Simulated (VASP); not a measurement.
# MnS (P6_3/mmc) in VASP: single point with RPBE+D3(BJ)

Aim: the single point of MnS with RPBE+D3(BJ).

Program: VASP 6.6.1. These are calculated values, not measurements. Logs are shortened: lines on timing, memory, paths and dates and some standing lists are left out, and cuts for length are marked.

## Step 1: The cell of the first run

The structure is hexagonal, space group P6_3/mmc (No. 194). Conventional cell: a = 3.909 Å, b = 3.909 Å, c = 4.710 Å, α = 90.00°, β = 90.00°, γ = 120.00°. Within 3.0 Å of Mn (site symmetry -6m2) lie 5 S at 2.26 to 2.36 Å. Within 3.0 Å of S (site symmetry -6m2) lie 5 Mn at 2.26 to 2.36 Å.

## Step 2: Single point, RPBE+D3(BJ), collinear spin, ferromagnetic start

Contents of INCAR:

```
PREC = Accurate
ENCUT = 520
EDIFF = 1E-7
ISMEAR = -1
SIGMA = 0.05
LREAL = F
LASPH = T
NELM = 150
ALGO = Normal
ISIF = 2
LWAVE = F
LCHARG = F
ISPIN = 2
MAGMOM = 4 4 0 0
LORBIT = 11
LMAXMIX = 4
GGA = RP
IVDW = 12
NBANDS = 31
```

Contents of KPOINTS:

```
Automatic mesh
0
Gamma
  8 8 4
```

Contents of POSCAR:

```
MnS
1.0
    3.9087545361      0.0000000000      0.0000000000
   -1.9543772681      3.3850807254      0.0000000000
    0.0000000000      0.0000000000      4.7101110321
Mn S
2 2
Direct
    0.6666666667      0.3333333333      0.5625013902
    0.3333333333      0.6666666667      1.0625013902
    0.3333333333      0.6666666667      0.5624975798
    0.6666666667      0.3333333333      0.0624975798
```

Potentials or basis: VASP PAW PBE potentials, release 64 (Mn_pv, S).

Launch:

```bash
$ cat potpaw_PBE.64/Mn_pv/POTCAR potpaw_PBE.64/S/POTCAR > POTCAR
$ mpirun -np 1 vasp_std > vasp.out
```

OUTCAR:

```text
PREC = Accurate
   ENCUT = 520
   EDIFF = 1E-7
   ISMEAR = -1
   LREAL = F
   LASPH = T
   NELM = 150
   ISIF = 2
   ISPIN = 2
   LORBIT = 11
   GGA = RP
   IVDW = 12
 IVDW          = 12

 ion  position               nearest neighbor table
   1  0.667  0.333  0.563-   3 2.26   3 2.26   3 2.26   4 2.36   4 2.36
   2  0.333  0.667  0.063-   4 2.26   4 2.26   4 2.26   3 2.36   3 2.36
   3  0.333  0.667  0.562-   1 2.26   1 2.26   1 2.26   2 2.36   2 2.36
   4  0.667  0.333  0.062-   2 2.26   2 2.26   2 2.26   1 2.36   1 2.36

  LATTYP: Found a hexagonal cell.
 ALAT       =     3.9087545361
 C/A-ratio  =     1.2050158148

  Lattice vectors:

 A1 = (   3.9087545361,   0.0000000000,   0.0000000000)
 A2 = (  -1.9543772681,   3.3850807254,   0.0000000000)
 A3 = (   0.0000000000,   0.0000000000,   4.7101110321)

Analysis of symmetry for initial positions (statically):
=====================================================================
 Subroutine PRICEL returns:
 Original cell was already a primitive cell.

 Routine SETGRP: Setting up the symmetry group for a
 hexagonal supercell.

 Subroutine GETGRP returns: Found 24 space group operations
 (whereof  6 operations were pure point group operations)
 out of a pool of 24 trial point group operations.

The static configuration has the point symmetry C_3v.
 The point group associated with its full space group is D_6h.

Analysis of symmetry for dynamics (positions and initial velocities):
=====================================================================
 Subroutine PRICEL returns:
 Original cell was already a primitive cell.

 Routine SETGRP: Setting up the symmetry group for a
 hexagonal supercell.

 Subroutine GETGRP returns: Found 24 space group operations
 (whereof  6 operations were pure point group operations)
 out of a pool of 24 trial point group operations.

The dynamic configuration has the point symmetry C_3v.
 The point group associated with its full space group is D_6h.

Analysis of structural, dynamic, and magnetic symmetry:
=====================================================================
 Subroutine PRICEL returns:
 Original cell was already a primitive cell.

 Routine SETGRP: Setting up the symmetry group for a
 hexagonal supercell.

 Subroutine GETGRP returns: Found 24 space group operations
 (whereof  6 operations were pure point group operations)
 out of a pool of 24 trial point group operations.

The overall configuration has the point symmetry C_3v.
 The point group associated with its full space group is D_6h.

 Subroutine INISYM returns: Found 24 space group operations
 (whereof  6 operations are pure point group operations),
 and found     1 'primitive' translations

----------------------------------------------------------------------------------------

                                     Primitive cell

  volume of cell :      62.3216

  direct lattice vectors                    reciprocal lattice vectors
     3.908754536  0.000000000  0.000000000     0.255835968  0.147706965  0.000000000
    -1.954377268  3.385080725  0.000000000     0.000000000  0.295413930  0.000000000
     0.000000000  0.000000000  4.710111032     0.000000000  0.000000000  0.212309220

  length of vectors
     3.908754536  3.908754536  4.710111032     0.295413930  0.295413930  0.212309220

  position of ions in fractional coordinates (direct lattice)
     0.666666667  0.333333333  0.562501390
     0.333333333  0.666666667  0.062501390
     0.333333333  0.666666667  0.562497580
     0.666666667  0.333333333  0.062497580

  ion indices of the primitive-cell ions
   primitive index   ion index
                 1           1
                 2           2
                 3           3
                 4           4

----------------------------------------------------------------------------------------

 KPOINTS: Automatic mesh

Automatic generation of k-mesh.
 Grid dimensions read from file:
 generate k-points for:    8    8    4

 Generating k-lattice:

  Cartesian coordinates                     Fractional coordinates (reciprocal lattice)
     0.031979496  0.018463371  0.000000000     0.125000000 -0.000000000  0.000000000
     0.000000000  0.036926741  0.000000000     0.000000000  0.125000000  0.000000000
     0.000000000  0.000000000  0.053077305     0.000000000  0.000000000  0.250000000

  Length of vectors
     0.036926741  0.036926741  0.053077305

  Shift w.r.t. Gamma in fractional coordinates (k-lattice)
     0.000000000  0.000000000  0.000000000

 Subroutine IBZKPT returns following result:
 ===========================================

 Found     30 irreducible k-points:

 Following reciprocal coordinates:
            Coordinates               Weight
  0.000000  0.000000  0.000000      1.000000
  0.125000  0.000000  0.000000      6.000000
  0.250000  0.000000  0.000000      6.000000
  0.375000  0.000000  0.000000      6.000000
  0.500000  0.000000  0.000000      3.000000
  0.125000  0.125000  0.000000      6.000000
[... 16 lines left out ...]
  0.250000  0.000000  0.500000      6.000000
  0.375000  0.000000  0.500000      6.000000
 [... further k-points ...]
   k-points           NKPTS =     30   k-points in BZ     NKDIM =     30   number of bands    NBANDS=     31
   number of dos      NEDOS =    301   number of ions     NIONS =      4
   total plane-waves  NPLWV =  32400
   dimension x,y,z NGX =    30 NGY =   30 NGZ =   36
   dimension x,y,z NGXF=    60 NGYF=   60 NGZF=   72
   ions per type =               2   2
   NGX,Y,Z   is equivalent  to a cutoff of  12.76, 12.76, 12.71 a.u.
   NGXF,Y,Z  is equivalent  to a cutoff of  25.52, 25.52, 25.41 a.u.
 SYSTEM =  unknown system
   PREC   = accura    normal or accurate (medium, high low for compatibility)
   ISTART =      0    job   : 0-new  1-cont  2-samecut
   ICHARG =      2    charge: 1-file 2-atom 10-const
   ISPIN  =      2    spin polarized calculation?
   LNONCOLLINEAR =      F non collinear calculations
   LSORBIT =      F    spin-orbit coupling
   LASPH  =      T    aspherical Exc in radial PAW
   ENCUT  =  520.0 eV  38.22 Ry    6.18 a.u.   7.27  7.27  8.76*2*pi/ulx,y,z
   NELM   =    150;   NELMIN=  2; NELMDL= -5     # of ELM steps
   EDIFF  = 0.1E-06   stopping-criterion for ELM
   LREAL  =      F    real-space projection
   EDIFFG = 0.1E-05   stopping-criterion for IOM
   NSW    =      0    number of steps for IOM
   IBRION =     -1    ionic relax: 0-MD 1-quasi-New 2-CG
   NFREE  =      0    steps in history (QN), initial steepest desc. (CG)
   ISIF   =      2    stress and relaxation
   ISYM   =      2    0-nonsym 1-usesym 2-fastsym
   POTIM  = 0.5000    time-step for ionic-motion
   TEBEG  =    0.0;   TEEND  =   0.0 temperature during run
   PSTRESS=    0.0 pullay stress
   NELECT =      38.0000    total number of electrons
   NUPDOWN=      -1.0000    fix difference up-down
   EMIN   =  10.00;   EMAX   =-10.00  energy-range for DOS
   EFERMI =   0.00;   METHOD = LEGACY
   ISMEAR =    -1;   SIGMA  =   0.05  broadening in eV -4-tet -1-fermi 0-gaus
   EFERMI_NEDOS =   21; number of points for ismear=-14 and -15
   IALGO  =     38    algorithm
   IMIX   =      4    mixing-type and parameters
     AMIX     =   0.40;   BMIX     =  1.00
     AMIX_MAG =   1.60;   BMIX_MAG =  1.00
  volume/ion in A,a.u.               =      15.58       105.14
  Fermi-wavevector in a.u.,A,eV,Ry     =   1.388214  2.623345 26.220316  1.927139
  Thomas-Fermi vector in A             =   2.512362
   LORBIT       =     11    0 simple, 1 ext, 2 COOP (PROOUT), +10 PAW based schemes
   GGA     = RP    functional components
   LHFCALC =     F    Hartree Fock is set to
   AEXX    =    0.0000 exact exchange contribution
   IVDW    =    12    specifies the selected vdW correction
   LEPSILON=     F    determine dielectric tensor
   LRPA    =     F    only Hartree local field effects (RPA)
 spin polarized calculation
  energy-cutoff  :      520.00
  volume of cell :       62.32
 maximum number of plane-waves:      1715
 NGX is ok and might be reduce to    30
   NGX = 15   NGY = 15   NGZ = 17

 number of electron      37.9999996 magnetization       6.3427643

 Free energy of the ion-electron system (eV)
  ---------------------------------------------------
  ext. energy  EPLUGINS =         0.00000000
  ---------------------------------------------------
  free energy    TOTEN  =       -25.91581002 eV

  energy without entropy =      -25.89833826  energy(sigma->0) =      -25.90707414

 E-fermi :   8.0439     XC(G=0): -10.9095

 val. band max:        8.0382937154   @ k =   0.3750   0.0000   0.5000
 cond. band min:       8.0751798121   @ k =   0.2500   0.1250   0.5000
 fundamental gap:      0.0368860967
 Fermi energy:         8.0438990891

 spin component 1

 k-point     1 :       0.0000    0.0000    0.0000
  band No.  band energies     occupation
      1     -41.9398      1.00000
      2     -41.9061      1.00000
      3     -41.8428      1.00000
      4     -41.8428      1.00000
      5     -41.8300      1.00000
      6     -41.8300      1.00000
[... 805 lines left out ...]
     30      16.1853      0.00000
     31      17.8557      0.00000

 [... further k-points ...]

 spin component 2

 k-point     1 :       0.0000    0.0000    0.0000
  band No.  band energies     occupation
      1     -38.9057      1.00000
      2     -38.8656      1.00000
      3     -38.6337      1.00000
      4     -38.6337      1.00000
      5     -38.6182      1.00000
      6     -38.6182      1.00000
[... 805 lines left out ...]
     30      16.6887      0.00000
     31      18.6233      0.00000

 [... further k-points ...]

------------------------ aborting loop because EDIFF is reached ----------------------------------------

 Edisp (eV)   -7.95806

 E8    (eV) :    -4.8641

  FORCE on cell =-STRESS in cart. coord.  units (eV):
  Direction    XX          YY          ZZ          XY          YZ          ZX
  --------------------------------------------------------------------------------------
  -------------------------------------------------------------------------------------
  Total       0.00507     0.00507    -0.00868    -0.00000     0.00000     0.00000
  in kB       0.13040     0.13040    -0.22318    -0.00000     0.00000     0.00000
  external pressure =        0.01 kB  Pullay stress =        0.00 kB

 VOLUME and BASIS-vectors are now :
 -----------------------------------------------------------------------------
  energy-cutoff  :      520.00
  volume of cell :       62.32
      direct lattice vectors                 reciprocal lattice vectors
     3.908754536  0.000000000  0.000000000     0.255835968  0.147706965  0.000000000
    -1.954377268  3.385080725  0.000000000     0.000000000  0.295413930  0.000000000
     0.000000000  0.000000000  4.710111032     0.000000000  0.000000000  0.212309220

 POSITION                                       TOTAL-FORCE (eV/Angst)
 -----------------------------------------------------------------------------------
      1.95438      1.12836      2.64944         0.000000      0.000000     -0.000000
     -0.00000      2.25672      0.29439        -0.000000      0.000000     -0.000000
     -0.00000      2.25672      2.64943         0.000000     -0.000000      0.000000
      1.95438      1.12836      0.29437        -0.000000      0.000000     -0.000000
 -----------------------------------------------------------------------------------
    total drift:                               -0.000000      0.000000      0.012778

  FREE ENERGIE OF THE ION-ELECTRON SYSTEM (eV)
  ---------------------------------------------------
  free  energy   TOTEN  =       -33.8738726939 eV

  energy  without entropy=      -33.8564009308  energy(sigma->0) =      -33.86513681

 total charge

# of ion       s       p       d       tot
------------------------------------------
    1        0.292   6.278   5.174  11.744
    2        0.292   6.278   5.174  11.744
    3        1.325   2.456   0.000   3.781
    4        1.325   2.456   0.000   3.781
--------------------------------------------------
tot          3.235  17.468  10.347  31.050

 magnetization (x)

# of ion       s       p       d       tot
------------------------------------------
    1        0.044   0.047   2.897   2.988
    2        0.044   0.047   2.897   2.988
    3        0.011  -0.012   0.000  -0.001
    4        0.011  -0.012   0.000  -0.001
--------------------------------------------------
tot          0.110   0.069   5.794   5.974
```

Wall time 93 s (1 thread of AMD EPYC 7R13 (Zen 3), shared host); peak memory 0.23 GiB.

What came out:

```
Free energy                                           : -33.8739 eV
Pressure                                              : 0.0 GPa
Net moment                                            : 6.34 μB per cell
Site moments                                          : Mn +2.99; S -0.00 μB
Valence electrons inside the program's atomic spheres : Mn 11.74; S 3.78
Dispersion energy per atom                            : -1.990 eV
```

Levels at points of the mesh, in eV from the Fermi level:
Spin up:
| k point | band 20 | band 21 | band 22 | band 23 | band 24 | band 25 |
| --- | --- | --- | --- | --- | --- | --- |
| (0.00, 0.00, 0.00) | -0.79 | 0.13 | 0.13 | 1.35 | 1.35 | 2.31 |
| (0.50, 0.00, 0.00) | -1.65 | -1.48 | -1.47 | -0.83 | -0.73 | 3.04 |
| (0.00, 0.00, 0.50) | -0.13 | 0.85 | 0.85 | 0.85 | 0.85 | 5.00 |
| (0.50, 0.00, 0.50) | -1.81 | -1.05 | -1.05 | 1.29 | 1.29 | 5.00 |
Spin down:
```tsv
k point	band 13	band 14	band 15	band 16	band 17	band 18	band 19	band 20
(0.00, 0.00, 0.00)	-4.48	-1.90	-0.74	-0.71	-0.71	0.99	0.99	1.44
(0.50, 0.00, 0.00)	-4.62	-3.25	-1.23	-0.64	0.14	0.45	0.55	0.57
(0.00, 0.00, 0.50)	-5.10	-5.10	0.66	0.66	0.66	0.66	1.57	1.57
(0.50, 0.00, 0.50)	-4.55	-4.55	-0.24	-0.24	0.36	0.36	1.18	1.18
```

Caveat: the PAW data sets were made with another functional, which shifts forces and pressure a little; semilocal functionals often make such compounds metallic where correlation or magnetic order opens a gap, which also shifts bond lengths; only a ferromagnetic start was run, and an antiferromagnetic order may lie lower in energy.
